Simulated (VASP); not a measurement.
# GaAs (F-43m) in VASP: single point with r2SCAN

Aim: the single point of GaAs with r2SCAN.

All numbers are computed with VASP 6.6.1; they aren't measurements. Logs are shortened: lines on timing, memory, paths and dates and some standing lists are left out, and cuts for length are marked.

## Step 1: The cell of the first run

The structure is cubic, space group F-43m (No. 216). The conventional cell has a = 5.863 Å, b = 5.863 Å, c = 5.863 Å, α = 90.00°, β = 90.00°, γ = 90.00°. Ga (site symmetry -43m) has 4 As at 2.54 Å within 3.4 Å. Within 3.4 Å of As (site symmetry -43m) lie 4 Ga at 2.54 Å.

## Step 2: Single point, r2SCAN (strain +3.5%)

File POSCAR:

```
GaAs
1.0
    0.0000000000      2.9313911777      2.9313911777
    2.9313911777      0.0000000000      2.9313911777
    2.9313911777      2.9313911777      0.0000000000
Ga As
1 1
Direct
    0.0000000000      0.0000000000      0.0000000000
    0.2500000000      0.2500000000      0.2500000000
```

File INCAR.step1:

```
SYSTEM = GaAs
PREC = Accurate ; ENCUT = 560
ISMEAR = -1 ; SIGMA = 0.02
LREAL = .FALSE. ; LASPH = .TRUE.
NELM = 120 ; NBANDS = 21
GGA = PE ; ALGO = Normal
EDIFF = 1E-5 ; LWAVE = .TRUE.
LCHARG = .FALSE. ; GGA_COMPAT = .FALSE.
```

File INCAR.step2:

```
SYSTEM = GaAs
PREC = Accurate ; ENCUT = 560
EDIFF = 1E-6 ; ISMEAR = -1
SIGMA = 0.02 ; LREAL = .FALSE.
LASPH = .TRUE. ; NELM = 120
ALGO = Normal ; ISIF = 2
LWAVE = .FALSE. ; LCHARG = .FALSE.
METAGGA = R2SCAN ; LMIXTAU = .TRUE.
NBANDS = 21 ; ISTART = 1
GGA_COMPAT = .FALSE.
```

File KPOINTS:

```
Automatic mesh
0
G
  8 8 8
  0 0 0
```

Potentials or basis: VASP PAW PBE potentials, release 64 (Ga_d, As_d).

The run is started by

```sh
$ cat potpaw_PBE.64/Ga_d/POTCAR potpaw_PBE.64/As_d/POTCAR > POTCAR
$ cp INCAR.step1 INCAR
$ mpirun -np 1 vasp_std > vasp.out
$ cp INCAR.step2 INCAR
$ mpirun -np 1 vasp_std > vasp.out
```

OUTCAR:

```text
SYSTEM = GaAs
   PREC = Accurate
   ENCUT = 560
   EDIFF = 1E-6
   ISMEAR = -1
   LREAL = .FALSE.
   LASPH = .TRUE.
   NELM = 120
   ISIF = 2
   METAGGA = R2SCAN
   ISTART = 1

 ion  position               nearest neighbor table
   1  0.000  0.000  0.000-   2 2.54   2 2.54   2 2.54   2 2.54
   2  0.250  0.250  0.250-   1 2.54   1 2.54   1 2.54   1 2.54

  LATTYP: Found a face centered cubic cell.
 ALAT       =     5.8627823554

  Lattice vectors:

 A1 = (   0.0000000000,   2.9313911777,   2.9313911777)
 A2 = (   2.9313911777,   0.0000000000,   2.9313911777)
 A3 = (   2.9313911777,   2.9313911777,   0.0000000000)

Analysis of symmetry for initial positions (statically):
=====================================================================
 Subroutine PRICEL returns:
 Original cell was already a primitive cell.

 Routine SETGRP: Setting up the symmetry group for a
 face centered cubic supercell.

 Subroutine GETGRP returns: Found 24 space group operations
 (whereof 24 operations were pure point group operations)
 out of a pool of 48 trial point group operations.

The static configuration has the point symmetry T_d .

Analysis of symmetry for dynamics (positions and initial velocities):
=====================================================================
 Subroutine PRICEL returns:
 Original cell was already a primitive cell.

 Routine SETGRP: Setting up the symmetry group for a
 face centered cubic supercell.

 Subroutine GETGRP returns: Found 24 space group operations
 (whereof 24 operations were pure point group operations)
 out of a pool of 48 trial point group operations.

The dynamic configuration has the point symmetry T_d .

 Subroutine INISYM returns: Found 24 space group operations
 (whereof 24 operations are pure point group operations),
 and found     1 'primitive' translations

----------------------------------------------------------------------------------------

                                     Primitive cell

  volume of cell :      50.3792

  direct lattice vectors                    reciprocal lattice vectors
     0.000000000  2.931391178  2.931391178    -0.170567478  0.170567478  0.170567478
     2.931391178  0.000000000  2.931391178     0.170567478 -0.170567478  0.170567478
     2.931391178  2.931391178  0.000000000     0.170567478  0.170567478 -0.170567478

  length of vectors
     4.145613160  4.145613160  4.145613160     0.295431538  0.295431538  0.295431538

  position of ions in fractional coordinates (direct lattice)
     0.000000000  0.000000000  0.000000000
     0.250000000  0.250000000  0.250000000

  ion indices of the primitive-cell ions
   primitive index   ion index
                 1           1
                 2           2

----------------------------------------------------------------------------------------

 KPOINTS: Automatic mesh

Automatic generation of k-mesh.
 Grid dimensions read from file:
 generate k-points for:    8    8    8

 Generating k-lattice:

  Cartesian coordinates                     Fractional coordinates (reciprocal lattice)
    -0.021320935  0.021320935  0.021320935     0.125000000  0.000000000  0.000000000
     0.021320935 -0.021320935  0.021320935     0.000000000  0.125000000  0.000000000
     0.021320935  0.021320935 -0.021320935     0.000000000  0.000000000  0.125000000

  Length of vectors
     0.036928942  0.036928942  0.036928942

  Shift w.r.t. Gamma in fractional coordinates (k-lattice)
     0.000000000  0.000000000  0.000000000

 Subroutine IBZKPT returns following result:
 ===========================================

 Found     29 irreducible k-points:

 Following reciprocal coordinates:
            Coordinates               Weight
  0.000000  0.000000  0.000000      1.000000
  0.125000  0.000000  0.000000      8.000000
  0.250000  0.000000  0.000000      8.000000
  0.375000  0.000000  0.000000      8.000000
  0.500000  0.000000  0.000000      4.000000
  0.125000  0.125000  0.000000      6.000000
[... 16 lines left out ...]
  0.500000  0.250000  0.125000     48.000000
 -0.375000  0.250000  0.125000     24.000000
 [... further k-points ...]
   k-points           NKPTS =     29   k-points in BZ     NKDIM =     29   number of bands    NBANDS=     21
   number of dos      NEDOS =    301   number of ions     NIONS =      2
   total plane-waves  NPLWV =  32768
   dimension x,y,z NGX =    32 NGY =   32 NGZ =   32
   dimension x,y,z NGXF=    64 NGYF=   64 NGZF=   64
   ions per type =               1   1
   NGX,Y,Z   is equivalent  to a cutoff of  12.83, 12.83, 12.83 a.u.
   NGXF,Y,Z  is equivalent  to a cutoff of  25.67, 25.67, 25.67 a.u.
 SYSTEM =  GaAs
   PREC   = accura    normal or accurate (medium, high low for compatibility)
   ISTART =      1    job   : 0-new  1-cont  2-samecut
   ICHARG =      0    charge: 1-file 2-atom 10-const
   ISPIN  =      1    spin polarized calculation?
   LNONCOLLINEAR =      F non collinear calculations
   LSORBIT =      F    spin-orbit coupling
   LASPH  =      T    aspherical Exc in radial PAW
   ENCUT  =  560.0 eV  41.16 Ry    6.42 a.u.   8.00  8.00  8.00*2*pi/ulx,y,z
   NELM   =    120;   NELMIN=  2; NELMDL=  0     # of ELM steps
   EDIFF  = 0.1E-05   stopping-criterion for ELM
   LREAL  =      F    real-space projection
   EDIFFG = 0.1E-04   stopping-criterion for IOM
   NSW    =      0    number of steps for IOM
   IBRION =     -1    ionic relax: 0-MD 1-quasi-New 2-CG
   NFREE  =      0    steps in history (QN), initial steepest desc. (CG)
   ISIF   =      2    stress and relaxation
   ISYM   =      2    0-nonsym 1-usesym 2-fastsym
   POTIM  = 0.5000    time-step for ionic-motion
   TEBEG  =    0.0;   TEEND  =   0.0 temperature during run
   PSTRESS=    0.0 pullay stress
   NELECT =      28.0000    total number of electrons
   NUPDOWN=      -1.0000    fix difference up-down
   EMIN   =  10.00;   EMAX   =-10.00  energy-range for DOS
   EFERMI =   0.00;   METHOD = LEGACY
   ISMEAR =    -1;   SIGMA  =   0.02  broadening in eV -4-tet -1-fermi 0-gaus
   EFERMI_NEDOS =   21; number of points for ismear=-14 and -15
   IALGO  =     38    algorithm
   IMIX   =      4    mixing-type and parameters
     AMIX     =   0.40;   BMIX     =  1.00
     AMIX_MAG =   1.60;   BMIX_MAG =  1.00
  volume/ion in A,a.u.               =      25.19       169.99
  Fermi-wavevector in a.u.,A,eV,Ry     =   1.345996  2.543563 24.649742  1.811705
  Thomas-Fermi vector in A             =   2.473864
   LORBIT       =      0    0 simple, 1 ext, 2 COOP (PROOUT), +10 PAW based schemes
   METAGGA = R2SCAN    functional components
   LHFCALC =     F    Hartree Fock is set to
   AEXX    =    0.0000 exact exchange contribution
   IVDW    =     0    specifies the selected vdW correction
   LEPSILON=     F    determine dielectric tensor
   LRPA    =     F    only Hartree local field effects (RPA)
 non-spin polarized calculation
  energy-cutoff  :      560.00
  volume of cell :       50.38
 maximum number of plane-waves:      1540
   NGX = 15   NGY = 15   NGZ = 15

 number of electron      27.9999986 magnetization

 Free energy of the ion-electron system (eV)
  ---------------------------------------------------
  ext. energy  EPLUGINS =         0.00000000
  ---------------------------------------------------
  free energy    TOTEN  =       -26.98678045 eV

  energy without entropy =      -26.98674511  energy(sigma->0) =      -26.98676278

 E-fermi :   2.0817     XC(G=0): -10.2302

 val. band max:        2.0001293064   @ k =   0.0000   0.0000   0.0000
 cond. band min:       2.1406414863   @ k =   0.0000   0.0000   0.0000
 fundamental gap:      0.1405121799
 Fermi energy:         2.0817173306

 k-point     1 :       0.0000    0.0000    0.0000
  band No.  band energies     occupation
      1     -33.7861      2.00000
      2     -33.7861      2.00000
      3     -33.7861      2.00000
      4     -33.7767      2.00000
      5     -33.7767      2.00000
      6     -13.0895      2.00000
[... 13 lines left out ...]
     20      12.4290      0.00000
     21      12.4290      0.00000

 k-point     2 :       0.1250    0.0000    0.0000
  band No.  band energies     occupation
      1     -33.7861      2.00000
      2     -33.7860      2.00000
      3     -33.7860      2.00000
      4     -33.7767      2.00000
      5     -33.7767      2.00000
      6     -13.0984      2.00000
[... 13 lines left out ...]
     20      11.6570      0.00000
     21      11.6570      0.00000

 k-point     3 :       0.2500    0.0000    0.0000
  band No.  band energies     occupation
      1     -33.7860      2.00000
      2     -33.7858      2.00000
      3     -33.7858      2.00000
      4     -33.7766      2.00000
      5     -33.7766      2.00000
      6     -13.1187      2.00000
[... 13 lines left out ...]
     20      11.4123      0.00000
     21      11.4123      0.00000

 k-point     4 :       0.3750    0.0000    0.0000
  band No.  band energies     occupation
      1     -33.7859      2.00000
      2     -33.7856      2.00000
      3     -33.7856      2.00000
      4     -33.7766      2.00000
      5     -33.7766      2.00000
      6     -13.1376      2.00000
[... 13 lines left out ...]
     20      12.4816      0.00000
     21      12.4816      0.00000

 k-point     5 :       0.5000    0.0000    0.0000
  band No.  band energies     occupation
      1     -33.7859      2.00000
      2     -33.7855      2.00000
      3     -33.7855      2.00000
      4     -33.7765      2.00000
      5     -33.7765      2.00000
      6     -13.1451      2.00000
[... 13 lines left out ...]
     20      14.0504      0.00000
     21      14.0504      0.00000

 k-point     6 :       0.1250    0.1250    0.0000
  band No.  band energies     occupation
      1     -33.7862      2.00000
      2     -33.7859      2.00000
      3     -33.7859      2.00000
      4     -33.7767      2.00000
      5     -33.7766      2.00000
      6     -13.1040      2.00000
[... 13 lines left out ...]
     20      11.0626      0.00000
     21      12.6824      0.00000

 k-point     7 :       0.2500    0.1250    0.0000
  band No.  band energies     occupation
      1     -33.7862      2.00000
      2     -33.7857      2.00000
      3     -33.7857      2.00000
      4     -33.7768      2.00000
      5     -33.7765      2.00000
      6     -13.1205      2.00000
[... 13 lines left out ...]
     20      12.2579      0.00000
     21      12.5397      0.00000
[... 291 lines left out ...]
      1     -33.7862      2.00000
      2     -33.7851      2.00000
      3     -33.7850      2.00000
      4     -33.7768      2.00000
      5     -33.7763      2.00000
      6     -13.1628      2.00000
[... 13 lines left out ...]
     20      12.8564      0.00000
     21      15.9859      0.00000

 k-point    21 :       0.5000    0.5000    0.0000
  band No.  band energies     occupation
      1     -33.7867      2.00000
      2     -33.7848      2.00000
      3     -33.7848      2.00000
      4     -33.7770      2.00000
      5     -33.7761      2.00000
      6     -13.1715      2.00000
[... 13 lines left out ...]
     20      14.9501      0.00000
     21      15.5828      0.00000

 k-point    22 :       0.3750    0.2500    0.1250
  band No.  band energies     occupation
      1     -33.7862      2.00000
      2     -33.7855      2.00000
      3     -33.7855      2.00000
      4     -33.7768      2.00000
      5     -33.7764      2.00000
      6     -13.1359      2.00000
[... 13 lines left out ...]
     20      13.1265      0.00000
     21      13.4692      0.00000

 k-point    23 :       0.5000    0.2500    0.1250
  band No.  band energies     occupation
      1     -33.7860      2.00000
      2     -33.7855      2.00000
      3     -33.7853      2.00000
      4     -33.7767      2.00000
      5     -33.7764      2.00000
      6     -13.1483      2.00000
[... 13 lines left out ...]
     20      12.9492      0.00000
     21      14.4264      0.00000

 k-point    24 :      -0.3750    0.2500    0.1250
  band No.  band energies     occupation
      1     -33.7859      2.00000
      2     -33.7855      2.00000
      3     -33.7852      2.00000
      4     -33.7767      2.00000
      5     -33.7764      2.00000
      6     -13.1530      2.00000
[... 13 lines left out ...]
     20      13.8938      0.00000
     21      14.2362      0.00000

 [... further k-points ...]
[... 5 lines left out ...]
  --------------------------------------------------------------------------------------
  -------------------------------------------------------------------------------------
  Total       -1.8283052     -1.8283052     -1.8283052      0.0000000      0.0000000      0.0000000
  in kB      -58.1444075    -58.1444075    -58.1444075      0.0000000      0.0000000      0.0000000
  external PRESSURE =     -58.1444075 kB  Pullay stress =       0.0000000 kB

 VOLUME and BASIS-vectors are now :
 -----------------------------------------------------------------------------
  energy-cutoff  :      560.00
  volume of cell :       50.38
      direct lattice vectors                 reciprocal lattice vectors
     0.000000000  2.931391178  2.931391178    -0.170567478  0.170567478  0.170567478
     2.931391178  0.000000000  2.931391178     0.170567478 -0.170567478  0.170567478
     2.931391178  2.931391178  0.000000000     0.170567478  0.170567478 -0.170567478

 POSITION                                       TOTAL-FORCE (eV/Angst)
 -----------------------------------------------------------------------------------
      0.00000      0.00000      0.00000         0.000000      0.000000      0.000000
      1.46570      1.46570      1.46570        -0.000000     -0.000000     -0.000000
 -----------------------------------------------------------------------------------
    total drift:                               -0.000001     -0.000001     -0.000001

  FREE ENERGIE OF THE ION-ELECTRON SYSTEM (eV)
  ---------------------------------------------------
  free  energy   TOTEN  =       -26.9867804529 eV

  energy  without entropy=      -26.9867451135  energy(sigma->0) =      -26.98676278
```

It took 1.8 min on 1 thread of AMD EPYC 7R13 (Zen 3), shared host; peak memory 0.17 GiB.

What came out:

```
Free energy            : -26.9868 eV
Pressure               : -5.8 GPa
Band gap on the k mesh : 0.14 eV
```

Caveat: the cell differs from its parent crystal (strain +3.5%); the cell stands under tension; semilocal functionals underestimate gaps, and a narrow one can read as zero; the PAW data sets were made with another functional, which shifts forces and pressure a little.
